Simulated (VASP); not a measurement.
# Ag (P6_3/mmc) in VASP: a series of runs

Runs on Ag. Level: LDA. Tasks: single point.

Everything below comes from runs of VASP 6.6.1. Logs are shortened: lines on timing, memory, paths and dates and some standing lists are left out, and cuts for length are marked.

## (1) The cell of the first run

The structure is hexagonal, space group P6_3/mmc (No. 194). Conventional cell: a = 2.930 Å, b = 2.930 Å, c = 4.790 Å, α = 90.00°, β = 90.00°, γ = 120.00°. Ag (site symmetry -6m2) has 12 Ag at 2.93 Å within 3.9 Å.

## (2) Single point, LDA

Input file INCAR:

```
PREC = Accurate ; ENCUT = 520
EDIFF = 1E-6 ; ISMEAR = -1
SIGMA = 0.05 ; LREAL = F
LASPH = T ; NELM = 100
ALGO = Normal ; ISIF = 2
LWAVE = F ; LCHARG = T
GGA = CA ; LELF = T
LVHAR = T ; NBANDS = 18
```

Input file KPOINTS:

```
Automatic mesh
0
Gamma
  10 10 6
```

Input file POSCAR:

```
Ag
1.0
    2.9300000000      0.0000000000      0.0000000000
   -1.4650000000      2.5374544331      0.0000000000
    0.0000000000      0.0000000000      4.7900000000
Ag
2
Direct
    0.6666666667      0.3333333333      0.7500000000
    0.3333333333      0.6666666667      0.2500000000
```

Potentials or basis: VASP PAW LDA potentials, release 64 (Ag).

The run is started by

```sh
$ cat potpaw_LDA.64/Ag/POTCAR > POTCAR
$ mpirun -np 1 vasp_std > vasp.out
```

OUTCAR:

```text
PREC = Accurate
   ENCUT = 520
   EDIFF = 1E-6
   ISMEAR = -1
   LREAL = F
   LASPH = T
   NELM = 100
   ISIF = 2
   GGA = CA

 ion  position               nearest neighbor table
   1  0.667  0.333  0.750-   2 2.93   2 2.93   2 2.93   2 2.93   2 2.93   2 2.93
   2  0.333  0.667  0.250-   1 2.93   1 2.93   1 2.93   1 2.93   1 2.93   1 2.93

  LATTYP: Found a hexagonal cell.
 ALAT       =     2.9300000000
 C/A-ratio  =     1.6348122867

  Lattice vectors:

 A1 = (   2.9300000000,   0.0000000000,   0.0000000000)
 A2 = (  -1.4650000000,   2.5374544331,   0.0000000000)
 A3 = (   0.0000000000,   0.0000000000,   4.7900000000)

Analysis of symmetry for initial positions (statically):
=====================================================================
 Subroutine PRICEL returns:
 Original cell was already a primitive cell.

 Routine SETGRP: Setting up the symmetry group for a
 hexagonal supercell.

 Subroutine GETGRP returns: Found 24 space group operations
 (whereof 12 operations were pure point group operations)
 out of a pool of 24 trial point group operations.

The static configuration has the point symmetry D_3d.
 The point group associated with its full space group is D_6h.

Analysis of symmetry for dynamics (positions and initial velocities):
=====================================================================
 Subroutine PRICEL returns:
 Original cell was already a primitive cell.

 Routine SETGRP: Setting up the symmetry group for a
 hexagonal supercell.

 Subroutine GETGRP returns: Found 24 space group operations
 (whereof 12 operations were pure point group operations)
 out of a pool of 24 trial point group operations.

The dynamic configuration has the point symmetry D_3d.
 The point group associated with its full space group is D_6h.

 Subroutine INISYM returns: Found 24 space group operations
 (whereof 12 operations are pure point group operations),
 and found     1 'primitive' translations

----------------------------------------------------------------------------------------

                                     Primitive cell

  volume of cell :      35.6124

  direct lattice vectors                    reciprocal lattice vectors
     2.930000000  0.000000000  0.000000000     0.341296928  0.197047873  0.000000000
    -1.465000000  2.537454433  0.000000000     0.000000000  0.394095747  0.000000000
     0.000000000  0.000000000  4.790000000     0.000000000  0.000000000  0.208768267

  length of vectors
     2.930000000  2.930000000  4.790000000     0.394095747  0.394095747  0.208768267

  position of ions in fractional coordinates (direct lattice)
     0.666666667  0.333333333  0.750000000
     0.333333333  0.666666667  0.250000000

  ion indices of the primitive-cell ions
   primitive index   ion index
                 1           1
                 2           2

----------------------------------------------------------------------------------------

 KPOINTS: Automatic mesh

Automatic generation of k-mesh.
 Grid dimensions read from file:
 generate k-points for:   10   10    6

 Generating k-lattice:

  Cartesian coordinates                     Fractional coordinates (reciprocal lattice)
     0.034129693  0.019704787  0.000000000     0.100000000  0.000000000  0.000000000
     0.000000000  0.039409575  0.000000000     0.000000000  0.100000000  0.000000000
     0.000000000  0.000000000  0.034794711     0.000000000  0.000000000  0.166666667

  Length of vectors
     0.039409575  0.039409575  0.034794711

  Shift w.r.t. Gamma in fractional coordinates (k-lattice)
     0.000000000  0.000000000  0.000000000

 Subroutine IBZKPT returns following result:
 ===========================================

 Found     56 irreducible k-points:

 Following reciprocal coordinates:
            Coordinates               Weight
  0.000000  0.000000  0.000000      1.000000
  0.100000  0.000000  0.000000      6.000000
  0.200000  0.000000  0.000000      6.000000
  0.300000  0.000000  0.000000      6.000000
  0.400000  0.000000  0.000000      6.000000
  0.500000  0.000000  0.000000      3.000000
[... 16 lines left out ...]
  0.300000  0.100000  0.166667     24.000000
  0.400000  0.100000  0.166667     24.000000
 [... further k-points ...]
   k-points           NKPTS =     56   k-points in BZ     NKDIM =     56   number of bands    NBANDS=     18
   number of dos      NEDOS =    301   number of ions     NIONS =      2
   total plane-waves  NPLWV =  20736
   dimension x,y,z NGX =    24 NGY =   24 NGZ =   36
   dimension x,y,z NGXF=    48 NGYF=   48 NGZF=   72
   ions per type =               2
   NGX,Y,Z   is equivalent  to a cutoff of  13.62, 13.62, 12.49 a.u.
   NGXF,Y,Z  is equivalent  to a cutoff of  27.23, 27.23, 24.99 a.u.
 SYSTEM =  unknown system
   PREC   = accura    normal or accurate (medium, high low for compatibility)
   ISTART =      0    job   : 0-new  1-cont  2-samecut
   ICHARG =      2    charge: 1-file 2-atom 10-const
   ISPIN  =      1    spin polarized calculation?
   LNONCOLLINEAR =      F non collinear calculations
   LSORBIT =      F    spin-orbit coupling
   LASPH  =      T    aspherical Exc in radial PAW
   ENCUT  =  520.0 eV  38.22 Ry    6.18 a.u.   5.45  5.45  8.91*2*pi/ulx,y,z
   NELM   =    100;   NELMIN=  2; NELMDL= -5     # of ELM steps
   EDIFF  = 0.1E-05   stopping-criterion for ELM
   LREAL  =      F    real-space projection
   EDIFFG = 0.1E-04   stopping-criterion for IOM
   NSW    =      0    number of steps for IOM
   IBRION =     -1    ionic relax: 0-MD 1-quasi-New 2-CG
   NFREE  =      0    steps in history (QN), initial steepest desc. (CG)
   ISIF   =      2    stress and relaxation
   ISYM   =      2    0-nonsym 1-usesym 2-fastsym
   POTIM  = 0.5000    time-step for ionic-motion
   TEBEG  =    0.0;   TEEND  =   0.0 temperature during run
   PSTRESS=    0.0 pullay stress
   NELECT =      22.0000    total number of electrons
   NUPDOWN=      -1.0000    fix difference up-down
   EMIN   =  10.00;   EMAX   =-10.00  energy-range for DOS
   EFERMI =   0.00;   METHOD = LEGACY
   ISMEAR =    -1;   SIGMA  =   0.05  broadening in eV -4-tet -1-fermi 0-gaus
   EFERMI_NEDOS =   21; number of points for ismear=-14 and -15
   IALGO  =     38    algorithm
   IMIX   =      4    mixing-type and parameters
     AMIX     =   0.40;   BMIX     =  1.00
     AMIX_MAG =   1.60;   BMIX_MAG =  1.00
  volume/ion in A,a.u.               =      17.81       120.16
  Fermi-wavevector in a.u.,A,eV,Ry     =   1.394275  2.634799 26.449782  1.944004
  Thomas-Fermi vector in A             =   2.517840
   LORBIT       =      0    0 simple, 1 ext, 2 COOP (PROOUT), +10 PAW based schemes
   GGA     = CA    functional components
   LHFCALC =     F    Hartree Fock is set to
   AEXX    =    0.0000 exact exchange contribution
   IVDW    =     0    specifies the selected vdW correction
   LEPSILON=     F    determine dielectric tensor
   LRPA    =     F    only Hartree local field effects (RPA)
 non-spin polarized calculation
  energy-cutoff  :      520.00
  volume of cell :       35.61
 maximum number of plane-waves:       990
 NGX is ok and might be reduce to    24
   NGX = 11   NGY = 11   NGZ = 17

 number of electron      22.0000005 magnetization

 Free energy of the ion-electron system (eV)
  ---------------------------------------------------
  ext. energy  EPLUGINS =         0.00000000
  ---------------------------------------------------
  free energy    TOTEN  =        -7.41645157 eV

  energy without entropy =       -7.41096193  energy(sigma->0) =       -7.41370675

 E-fermi :   7.5285     XC(G=0): -12.3283

 val. band max:        7.3228750906   @ k =   0.3000   0.0000   0.3333
 cond. band min:       7.5675118996   @ k =   0.3000   0.2000   0.3333
 fundamental gap:      0.2446368091
 Fermi energy:         7.5284597514

 k-point     1 :       0.0000    0.0000    0.0000
  band No.  band energies     occupation
      1       0.0370      2.00000
      2       1.4229      2.00000
      3       2.9272      2.00000
      4       3.0259      2.00000
      5       3.0259      2.00000
      6       3.2476      2.00000
[... 10 lines left out ...]
     17      25.1937      0.00000
     18      25.2243      0.00000

 k-point     2 :       0.1000    0.0000    0.0000
  band No.  band energies     occupation
      1       0.3022      2.00000
      2       1.5728      2.00000
      3       2.7952      2.00000
      4       3.1380      2.00000
      5       3.1637      2.00000
      6       3.2164      2.00000
[... 10 lines left out ...]
     17      25.1734      0.00000
     18      26.0779      0.00000

 k-point     3 :       0.2000    0.0000    0.0000
  band No.  band energies     occupation
      1       1.0055      2.00000
      2       1.8520      2.00000
      3       2.6730      2.00000
      4       2.9528      2.00000
      5       3.0706      2.00000
      6       3.3224      2.00000
[... 10 lines left out ...]
     17      24.0267      0.00000
     18      25.3632      0.00000

 k-point     4 :       0.3000    0.0000    0.0000
  band No.  band energies     occupation
      1       1.6478      2.00000
      2       1.8297      2.00000
      3       2.3703      2.00000
      4       3.0228      2.00000
      5       3.1299      2.00000
      6       3.1446      2.00000
[... 375 lines left out ...]
      4       2.6758      2.00000
      5       2.9442      2.00000
      6       3.2775      2.00000
[... 10 lines left out ...]
     17      23.1245      0.00000
     18      24.7134      0.00000

 k-point    23 :       0.3000    0.1000    0.1667
  band No.  band energies     occupation
      1       1.7484      2.00000
      2       1.9069      2.00000
      3       2.3953      2.00000
      4       2.6478      2.00000
      5       3.0736      2.00000
      6       3.3282      2.00000
[... 10 lines left out ...]
     17      21.9444      0.00000
     18      22.3499      0.00000

 k-point    24 :       0.4000    0.1000    0.1667
  band No.  band energies     occupation
      1       1.6296      2.00000
      2       1.7263      2.00000
      3       2.2940      2.00000
      4       2.7064      2.00000
      5       2.9610      2.00000
      6       3.5340      2.00000
[... 10 lines left out ...]
     17      19.6164      0.00000
     18      21.6336      0.00000

 [... further k-points ...]
[... 5 lines left out ...]
  --------------------------------------------------------------------------------------
  -------------------------------------------------------------------------------------
  Total       -2.2499883     -2.2499883     -2.3844743      0.0000000      0.0000000      0.0000000
  in kB     -101.2253899   -101.2253899   -107.2758221      0.0000000      0.0000000      0.0000000
  external PRESSURE =    -103.2422006 kB  Pullay stress =       0.0000000 kB

 VOLUME and BASIS-vectors are now :
 -----------------------------------------------------------------------------
  energy-cutoff  :      520.00
  volume of cell :       35.61
      direct lattice vectors                 reciprocal lattice vectors
     2.930000000  0.000000000  0.000000000     0.341296928  0.197047873  0.000000000
    -1.465000000  2.537454433  0.000000000     0.000000000  0.394095747  0.000000000
     0.000000000  0.000000000  4.790000000     0.000000000  0.000000000  0.208768267

 POSITION                                       TOTAL-FORCE (eV/Angst)
 -----------------------------------------------------------------------------------
      1.46500      0.84582      3.59250         0.000000     -0.000000      0.000000
     -0.00000      1.69164      1.19750        -0.000000      0.000000      0.000000
 -----------------------------------------------------------------------------------
    total drift:                               -0.000000      0.000000     -0.000000

  FREE ENERGIE OF THE ION-ELECTRON SYSTEM (eV)
  ---------------------------------------------------
  free  energy   TOTEN  =        -7.4164515737 eV

  energy  without entropy=       -7.4109619338  energy(sigma->0) =       -7.41370675
```

Wall time 31 s (1 thread of Intel Xeon 8259CL, shared host); peak memory 0.16 GiB.

What came out:

```yaml
Free_energy: -7.4165 eV
Pressure: -10.3 GPa
Band_gap_on_the_k_mesh: zero (band 11 reaches 10.57 eV, above the bottom of band 12 at 4.24 eV)
```

Stress tensor (GPa, compression positive):
```
-10.12   0.00   0.00
  0.00 -10.12   0.00
  0.00   0.00 -10.73
```

## (3) Single point, LDA (volume scaled by 1.02)

Input file INCAR:

```
SYSTEM = Ag
ALGO     = Normal         ! electronic algorithm
EDIFF    = 1E-6           ! SCF threshold, eV
ENCUT    = 520            ! plane-wave cutoff, eV
ISIF     = 2              ! what is computed and relaxed
ISMEAR   = -1             ! smearing method
LASPH    = .True.         ! aspherical terms in the spheres
LCHARG   = .False.        ! write CHGCAR
LREAL    = .False.        ! projectors in reciprocal space
LWAVE    = .False.        ! write WAVECAR
NBANDS   = 18             ! bands
NELM     = 100            ! most SCF steps
PREC     = Accurate       ! precision mode
SIGMA    = 0.05           ! smearing width, eV
```

Input file KPOINTS:

```
k-points
0
Gamma
  10 10 6
  0 0 0
```

Input file POSCAR:

```
Ag
1.0
    2.9494045390      0.0000000000      0.0000000000
   -1.4747022695      2.5542592568      0.0000000000
    0.0000000000      0.0000000000      4.8217227788
Ag
2
Direct
    0.6666666667      0.3333333333      0.7500000000
    0.3333333333      0.6666666667      0.2500000000
```

Potentials or basis: VASP PAW LDA potentials, release 64 (Ag).

The run is started by

```sh
$ cat potpaw_LDA.64/Ag/POTCAR > POTCAR
$ mpirun -np 1 vasp_std > vasp.out
```

Run time: 32 s. Hardware: 1 thread of Intel Xeon 8259CL, shared host; peak memory 0.15 GiB.

Results (log left out):

| Item | Value |
| --- | --- |
| Free energy | -7.3678 eV |
| Pressure | -11.7 GPa |
| Band gap on the k mesh | zero (band 11 reaches 10.26 eV, above the bottom of band 12 at 3.99 eV) |

Stress tensor (GPa, compression positive):
```
-11.47   0.00   0.00
  0.00 -11.47   0.00
  0.00   0.00 -12.08
```

Levels at points of the mesh, in eV from the Fermi level:
```tsv
k point	band 7	band 8	band 9	band 10	band 11	band 12	band 13	band 14	band 15	band 16
(0.00, 0.00, 0.00)	-4.22	-3.90	-3.90	-2.98	-2.98	-0.24	3.24	15.54	17.31	17.44
(0.50, 0.00, 0.00)	-3.60	-2.86	-2.81	-2.73	0.15	1.41	6.55	6.86	8.77	10.07
(0.00, 0.00, 0.50)	-4.28	-4.28	-3.27	-3.27	-3.27	-3.27	10.65	10.65	15.84	15.84
(0.50, 0.00, 0.50)	-3.02	-3.02	-2.78	-2.78	0.83	0.83	4.23	4.23	13.05	13.05
```

(Part 1 of 2 ends here.)
